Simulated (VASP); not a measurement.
# TaTeS in VASP: further runs

Runs on TaTeS. Level: PBE. Tasks: single point.

All numbers are computed with VASP 6.6.1; they aren't measurements. Logs are shortened: lines on timing, memory, paths and dates and some standing lists are left out, and cuts for length are marked.

**1. The cell of the first run**

The cell holds a sheet with vacuum, 3 atoms: a = 3.542 Å, b = 3.542 Å, c = 30.664 Å, α = 90.00°, β = 90.00°, γ = 120.00°.

**2. Single point, PBE, collinear spin**

Input file INCAR:

```
SYSTEM = TaTeS
ALGO = Normal
DIPOL = 0.5 0.5 0.291
EDIFF = 1E-6
ENCUT = 520
GGA = PE
IDIPOL = 3
ISIF = 2
ISMEAR = 0
ISPIN = 2
LASPH = .True.
LCHARG = .False.
LDIPOL = .True.
LMAXMIX = 4
LORBIT = 11
LREAL = .False.
LUSENCCL = .False.
LWAVE = .False.
MAGMOM = 0.31 0 0
NBANDS = 22
NELM = 150
PREC = Accurate
SIGMA = 0.1
```

Input file KPOINTS:

```
k-points
0
Gamma
  18 18 1
  0 0 0
```

Input file POSCAR:

```
TaTeS
1.0
    3.5423686862     -0.0000002887      0.0000000000
   -1.7711840931      3.0677814161      0.0000000000
    0.0000000000      0.0000000000     30.6641230000
Ta Te S
1 1 1
Direct
    0.0000000000      0.0000000000      0.2855260000
    0.6666666667      0.3333333333      0.3486090000
    0.3333333333      0.6666666667      0.2399150000
```

Potentials or basis: VASP PAW PBE potentials, release 64 (Ta_pv, Te, S).

Run with:

```bash
$ cat potpaw_PBE.64/Ta_pv/POTCAR potpaw_PBE.64/Te/POTCAR potpaw_PBE.64/S/POTCAR > POTCAR
$ mpirun -np 1 vasp_std > vasp.out
```

OUTCAR:

```text
SYSTEM = TaTeS
   EDIFF = 1E-6
   ENCUT = 520
   GGA = PE
   ISIF = 2
   ISMEAR = 0
   ISPIN = 2
   LASPH = .True.
   LORBIT = 11
   LREAL = .False.
   NELM = 150
   PREC = Accurate

 ion  position               nearest neighbor table
   1  0.000  0.000  0.286-   3 2.48   3 2.48   3 2.48   2 2.82   2 2.82   2 2.82
   2  0.667  0.333  0.349-   1 2.82   1 2.82   1 2.82
   3  0.333  0.667  0.240-   1 2.48   1 2.48   1 2.48

  LATTYP: Found a hexagonal cell.
 ALAT       =     3.5423686862
 C/A-ratio  =     8.6563894717

  Lattice vectors:

 A1 = (   3.5423686862,  -0.0000002887,   0.0000000000)
 A2 = (  -1.7711840931,   3.0677814161,   0.0000000000)
 A3 = (   0.0000000000,   0.0000000000,  30.6641230000)

Analysis of symmetry for initial positions (statically):
=====================================================================
 Subroutine PRICEL returns:
 Original cell was already a primitive cell.

 Routine SETGRP: Setting up the symmetry group for a
 hexagonal supercell.

 Subroutine GETGRP returns: Found  6 space group operations
 (whereof  6 operations were pure point group operations)
 out of a pool of 24 trial point group operations.

The static configuration has the point symmetry C_3v.

Analysis of symmetry for dynamics (positions and initial velocities):
=====================================================================
 Subroutine PRICEL returns:
 Original cell was already a primitive cell.

 Routine SETGRP: Setting up the symmetry group for a
 hexagonal supercell.

 Subroutine GETGRP returns: Found  6 space group operations
 (whereof  6 operations were pure point group operations)
 out of a pool of 24 trial point group operations.

The dynamic configuration has the point symmetry C_3v.

Analysis of structural, dynamic, and magnetic symmetry:
=====================================================================
 Subroutine PRICEL returns:
 Original cell was already a primitive cell.

 Routine SETGRP: Setting up the symmetry group for a
 hexagonal supercell.

 Subroutine GETGRP returns: Found  6 space group operations
 (whereof  6 operations were pure point group operations)
 out of a pool of 24 trial point group operations.

The overall configuration has the point symmetry C_3v.

 Subroutine INISYM returns: Found  6 space group operations
 (whereof  6 operations are pure point group operations),
 and found     1 'primitive' translations

----------------------------------------------------------------------------------------

                                     Primitive cell

  volume of cell :     333.2335

  direct lattice vectors                    reciprocal lattice vectors
     3.542368686 -0.000000289  0.000000000     0.282296998  0.162984217 -0.000000000
    -1.771184093  3.067781416  0.000000000     0.000000027  0.325968481 -0.000000000
     0.000000000  0.000000000 30.664123000    -0.000000000 -0.000000000  0.032611401

  length of vectors
     3.542368686  3.542368686 30.664123000     0.325968481  0.325968481  0.032611401

  position of ions in fractional coordinates (direct lattice)
     0.000000000  0.000000000  0.285526000
     0.666666667  0.333333333  0.348609000
     0.333333333  0.666666667  0.239915000

  ion indices of the primitive-cell ions
   primitive index   ion index
                 1           1
                 2           2
                 3           3

----------------------------------------------------------------------------------------

 KPOINTS: k-points

Automatic generation of k-mesh.
 Grid dimensions read from file:
 generate k-points for:   18   18    1

 Generating k-lattice:

  Cartesian coordinates                     Fractional coordinates (reciprocal lattice)
     0.015683167  0.009054679 -0.000000000     0.055555556  0.000000000  0.000000000
     0.000000001  0.018109360 -0.000000000     0.000000000  0.055555556  0.000000000
    -0.000000000 -0.000000000  0.032611401     0.000000000  0.000000000  1.000000000

  Length of vectors
     0.018109360  0.018109360  0.032611401

  Shift w.r.t. Gamma in fractional coordinates (k-lattice)
     0.000000000  0.000000000  0.000000000

 Subroutine IBZKPT returns following result:
 ===========================================

 Found     37 irreducible k-points:

 Following reciprocal coordinates:
            Coordinates               Weight
  0.000000  0.000000  0.000000      1.000000
  0.055556  0.000000  0.000000      6.000000
  0.111111  0.000000  0.000000      6.000000
  0.166667  0.000000  0.000000      6.000000
  0.222222  0.000000  0.000000      6.000000
  0.277778  0.000000  0.000000      6.000000
[... 16 lines left out ...]
  0.333333  0.111111  0.000000     12.000000
  0.388889  0.111111  0.000000     12.000000
 [... further k-points ...]
   k-points           NKPTS =     37   k-points in BZ     NKDIM =     37   number of bands    NBANDS=     22
   number of dos      NEDOS =    301   number of ions     NIONS =      3
   total plane-waves  NPLWV = 188160
   dimension x,y,z NGX =    28 NGY =   28 NGZ =  240
   dimension x,y,z NGXF=    56 NGYF=   56 NGZF=  480
   ions per type =               1   1   1
   NGX,Y,Z   is equivalent  to a cutoff of  13.14, 13.14, 13.01 a.u.
   NGXF,Y,Z  is equivalent  to a cutoff of  26.28, 26.28, 26.02 a.u.
 SYSTEM =  TaTeS
   PREC   = accura    normal or accurate (medium, high low for compatibility)
   ISTART =      0    job   : 0-new  1-cont  2-samecut
   ICHARG =      2    charge: 1-file 2-atom 10-const
   ISPIN  =      2    spin polarized calculation?
   LNONCOLLINEAR =      F non collinear calculations
   LSORBIT =      F    spin-orbit coupling
   LASPH  =      T    aspherical Exc in radial PAW
   ENCUT  =  520.0 eV  38.22 Ry    6.18 a.u.   6.59  6.59 57.01*2*pi/ulx,y,z
   NELM   =    150;   NELMIN=  2; NELMDL= -5     # of ELM steps
   EDIFF  = 0.1E-05   stopping-criterion for ELM
   LREAL  =      F    real-space projection
   EDIFFG = 0.1E-04   stopping-criterion for IOM
   NSW    =      0    number of steps for IOM
   IBRION =     -1    ionic relax: 0-MD 1-quasi-New 2-CG
   NFREE  =      0    steps in history (QN), initial steepest desc. (CG)
   ISIF   =      2    stress and relaxation
   ISYM   =      2    0-nonsym 1-usesym 2-fastsym
   POTIM  = 0.5000    time-step for ionic-motion
   TEBEG  =    0.0;   TEEND  =   0.0 temperature during run
   PSTRESS=    0.0 pullay stress
   NELECT =      23.0000    total number of electrons
   NUPDOWN=      -1.0000    fix difference up-down
   EMIN   =  10.00;   EMAX   =-10.00  energy-range for DOS
   EFERMI =   0.00;   METHOD = LEGACY
   ISMEAR =     0;   SIGMA  =   0.10  broadening in eV -4-tet -1-fermi 0-gaus
   EFERMI_NEDOS =   21; number of points for ismear=-14 and -15
   IALGO  =     38    algorithm
   IMIX   =      4    mixing-type and parameters
     AMIX     =   0.40;   BMIX     =  1.00
     AMIX_MAG =   1.60;   BMIX_MAG =  1.00
  volume/ion in A,a.u.               =     111.08       749.59
  Fermi-wavevector in a.u.,A,eV,Ry     =   0.671534  1.269015  6.135651  0.450958
  Thomas-Fermi vector in A             =   1.747382
   LORBIT       =     11    0 simple, 1 ext, 2 COOP (PROOUT), +10 PAW based schemes
   GGA     = PE    functional components
   LHFCALC =     F    Hartree Fock is set to
   AEXX    =    0.0000 exact exchange contribution
   IVDW    =     0    specifies the selected vdW correction
   LEPSILON=     F    determine dielectric tensor
   LRPA    =     F    only Hartree local field effects (RPA)
 spin polarized calculation
 Gauss-broadening in eV      SIGMA  =   0.10
  energy-cutoff  :      520.00
  volume of cell :      333.23
 maximum number of plane-waves:      9091
 NGX is ok and might be reduce to    28
   NGX = 13   NGY = 13   NGZ =115

 number of electron      23.0000001 magnetization       0.0000081

 dipolmoment           0.000000      0.000000     -0.047869 electrons x Angstroem

 Free energy of the ion-electron system (eV)
  ---------------------------------------------------
  ext. energy  EPLUGINS =         0.00000000
  ---------------------------------------------------
  free energy    TOTEN  =       -20.99574822 eV

  energy without entropy =      -20.98427478  energy(sigma->0) =      -20.99001150

 E-fermi :  -2.2855     XC(G=0):  -2.5136

 val. band max:       -2.3153534949   @ k =   0.1667   0.0000   0.0000
 cond. band min:      -2.2699911564   @ k =   0.1667   0.0556   0.0000
 fundamental gap:      0.0453623385
 Fermi energy:        -2.2855214366

 spin component 1

 k-point     1 :       0.0000    0.0000    0.0000
  band No.  band energies     occupation
      1     -37.5879      1.00000
      2     -37.5879      1.00000
      3     -37.5663      1.00000
      4     -16.4053      1.00000
      5     -14.8198      1.00000
      6      -8.1622      1.00000
[... 14 lines left out ...]
     21       2.7626      0.00000
     22       3.1282      0.00000

 k-point     2 :       0.0556    0.0000    0.0000
  band No.  band energies     occupation
      1     -37.5927      1.00000
      2     -37.5890      1.00000
      3     -37.5653      1.00000
      4     -16.3716      1.00000
      5     -14.7960      1.00000
      6      -8.1158      1.00000
[... 14 lines left out ...]
     21       2.8395      0.00000
     22       3.2247      0.00000
[... 523 lines left out ...]
     21       4.7139      0.00000
     22       5.1602      0.00000

 k-point    24 :       0.3889    0.1111    0.0000
  band No.  band energies     occupation
      1     -37.7338      1.00000
      2     -37.6349      1.00000
      3     -37.5362      1.00000
      4     -15.3631      1.00000
      5     -13.3503      1.00000
      6      -8.3981      1.00000
[... 14 lines left out ...]
     21       5.2113      0.00000
     22       5.4388      0.00000

 [... further k-points ...]

 spin component 2

 k-point     1 :       0.0000    0.0000    0.0000
  band No.  band energies     occupation
      1     -37.5879      1.00000
      2     -37.5879      1.00000
      3     -37.5663      1.00000
      4     -16.4053      1.00000
      5     -14.8198      1.00000
      6      -8.1622      1.00000
[... 14 lines left out ...]
     21       2.8033      0.00000
     22       3.1418      0.00000

 k-point     2 :       0.0556    0.0000    0.0000
  band No.  band energies     occupation
      1     -37.5927      1.00000
      2     -37.5890      1.00000
      3     -37.5653      1.00000
      4     -16.3716      1.00000
      5     -14.7960      1.00000
      6      -8.1158      1.00000
[... 14 lines left out ...]
     21       2.8750      0.00000
     22       3.2400      0.00000
[... 523 lines left out ...]
     21       4.7313      0.00000
     22       5.1959      0.00000

 k-point    24 :       0.3889    0.1111    0.0000
  band No.  band energies     occupation
      1     -37.7338      1.00000
      2     -37.6349      1.00000
      3     -37.5362      1.00000
      4     -15.3631      1.00000
      5     -13.3503      1.00000
      6      -8.3981      1.00000
[... 14 lines left out ...]
     21       5.2200      0.00000
     22       5.4649      0.00000

 [... further k-points ...]

------------------------ aborting loop because EDIFF is reached ----------------------------------------

 vacuum level on the upper side and lower side of the slab       (xc-potential included)        -0.443         0.330

  FORCE on cell =-STRESS in cart. coord.  units (eV):
  Direction    XX          YY          ZZ          XY          YZ          ZX
  --------------------------------------------------------------------------------------
  -------------------------------------------------------------------------------------
  Total       -0.0006483     -0.0006483      0.0348824      0.0000000      0.0000000     -0.0000000
  in kB       -0.0031168     -0.0031168      0.1677136      0.0000000      0.0000000     -0.0000000
  external PRESSURE =       0.0538267 kB  Pullay stress =       0.0000000 kB

 VOLUME and BASIS-vectors are now :
 -----------------------------------------------------------------------------
  energy-cutoff  :      520.00
  volume of cell :      333.23
      direct lattice vectors                 reciprocal lattice vectors
     3.542368686 -0.000000289  0.000000000     0.282296998  0.162984217 -0.000000000
    -1.771184093  3.067781416  0.000000000     0.000000027  0.325968481 -0.000000000
     0.000000000  0.000000000 30.664123000    -0.000000000 -0.000000000  0.032611401

 POSITION                                       TOTAL-FORCE (eV/Angst)
 -----------------------------------------------------------------------------------
      0.00000      0.00000      8.75540         0.000000     -0.000000     -0.010999
      1.77118      1.02259     10.68979        -0.000000      0.000000      0.019226
      0.00000      2.04519      7.35678         0.000000     -0.000000     -0.008227
 -----------------------------------------------------------------------------------
    total drift:                               -0.000000      0.000000      0.000069

  FREE ENERGIE OF THE ION-ELECTRON SYSTEM (eV)
  ---------------------------------------------------
  free  energy   TOTEN  =       -20.9957482239 eV

  energy  without entropy=      -20.9842747773  energy(sigma->0) =      -20.99001150

 vacuum level on the upper side and lower side of the slab         1.792         2.564

 total charge

# of ion       s       p       d       tot
------------------------------------------
    1        0.292   6.166   2.280   8.738
    2        1.386   1.998   0.056   3.439
    3        1.346   2.375   0.000   3.721
--------------------------------------------------
tot          3.024  10.539   2.336  15.898

 magnetization (x)

# of ion       s       p       d       tot
------------------------------------------
    1        0.000   0.000  -0.000  -0.000
    2       -0.000   0.000   0.000   0.000
    3        0.000   0.000   0.000   0.000
--------------------------------------------------
tot          0.000   0.000  -0.000   0.000
```

Wall time 5.2 min (1 × NVIDIA H100 80GB with 1 thread of AMD EPYC 7R13 (Zen 3), shared host); peak memory 1.8 GiB.

Results:

| Quantity | Value |
| --- | --- |
| Free energy | -20.9957 eV |
| Largest force | 0.019 eV/Å |
| Net moment | 0.00 μB per cell |
| Valence electrons inside the program's atomic spheres | Ta 8.74; Te 3.44; S 3.72 |

Forces in eV/Å, atoms in the order of the input:
```
Ta   0.000  0.000 -0.011
Te   0.000  0.000  0.019
S    0.000  0.000 -0.008
```

Caveat: spin-orbit coupling is left out, which moves the levels of the heavy elements.

**3. Single point, PBE, collinear spin**

INCAR, as its differences from that of step 2:

```diff
@@ -3,3 +3,3 @@
 DIPOL = 0.5 0.5 0.291
-EDIFF = 1E-6
+EDIFF = 1E-7
 ENCUT = 520
```

KPOINTS is that of step 2.

Input file POSCAR:

```
TaTeS
1.0
    3.5423690000      0.0000000000      0.0000000000
   -1.7711840000      3.0677810000      0.0000000000
    0.0000000000      0.0000000000     30.6641230000
Ta Te S
1 1 1
Direct
    0.0000000000      0.0000000000      0.2855260000
    0.6666670000      0.3333330000      0.3486090000
    0.3333330000      0.6666670000      0.2399150000
```

Potentials or basis: VASP PAW PBE potentials, release 64 (Ta_pv, Te, S).

Run with:

```bash
$ cat potpaw_PBE.64/Ta_pv/POTCAR potpaw_PBE.64/Te/POTCAR potpaw_PBE.64/S/POTCAR > POTCAR
$ mpirun -np 1 vasp_std > vasp.out
```

Wall time 4.6 min (1 × NVIDIA H100 80GB with 1 thread of AMD EPYC 7R13 (Zen 3), shared host); peak memory 1.8 GiB.

It converged, with:

* Free energy: -20.9958 eV
* Largest force: 0.019 eV/Å
* Net moment: 0.00 μB per cell
* Valence electrons inside the program's atomic spheres: Ta 8.74; Te 3.44; S 3.72

Forces in eV/Å, atoms in the order of the input:
```
Ta   0.000  0.000 -0.011
Te   0.000  0.000  0.019
S    0.000  0.000 -0.008
```

Levels at points of the mesh, in eV from the Fermi level:
Spin up:
```tsv
k point	band 7	band 8	band 9	band 10	band 11	band 12	band 13	band 14	band 15	band 16
(0.00, 0.00, 0.00)	-3.66	-3.66	-2.82	0.05	0.05	0.45	0.50	0.50	3.32	3.98
(0.50, 0.00, 0.00)	-4.88	-3.94	-3.67	-2.73	-1.22	-0.88	2.00	2.24	3.04	3.99
```
Spin down:
```csv
k point,band 9,band 10,band 11,band 12,band 13,band 14
"(0.00, 0.00, 0.00)",-2.82,0.05,0.05,0.45,0.50,0.50
"(0.50, 0.00, 0.00)",-3.67,-2.73,-1.22,-0.88,2.00,2.24
```

Caveat: spin-orbit coupling is left out, which moves the levels of the heavy elements.
